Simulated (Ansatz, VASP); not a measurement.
# One calculation of Sr2SeO, two programs

```
O Sr Se
1.0
     4.10863    0.00000    0.00000
     0.00000    4.10863    0.00000
     0.00000    0.00000    5.82015
O Sr Se
1 2 1
Direct
  0.00000 0.00000 0.00000
  0.00000 0.00000 0.50000
  0.50000 0.50000 0.00000
  0.50000 0.50000 0.50000
```

Alike in both runs: task single point; functional PBE; k mesh 6 × 6 × 4; no spin polarisation.

|  | VASP | Ansatz |
| --- | --- | --- |
| version | VASP 6.6.1 | Ansatz 0.2.0 |
| potentials or method | VASP PAW PBE potentials, release 64 (O, Sr_sv, Se) | plane waves, PAW |
| plane-wave cutoff (eV) | 520 | 420 |
| occupations | gaussian, width 0.01 eV | fixed |
| valence electrons in the cell | 32 | 42 |

```tsv
	VASP	Ansatz	Ansatz less VASP
gap on the k mesh at the Fermi level (eV)	1.95	1.98	+0.025
pressure (GPa)	1.9	1.7	-0.25
```

VASP's potentials hold 32 valence electrons a cell and Ansatz's 42, so a difference there can come from the potentials and not from the codes.
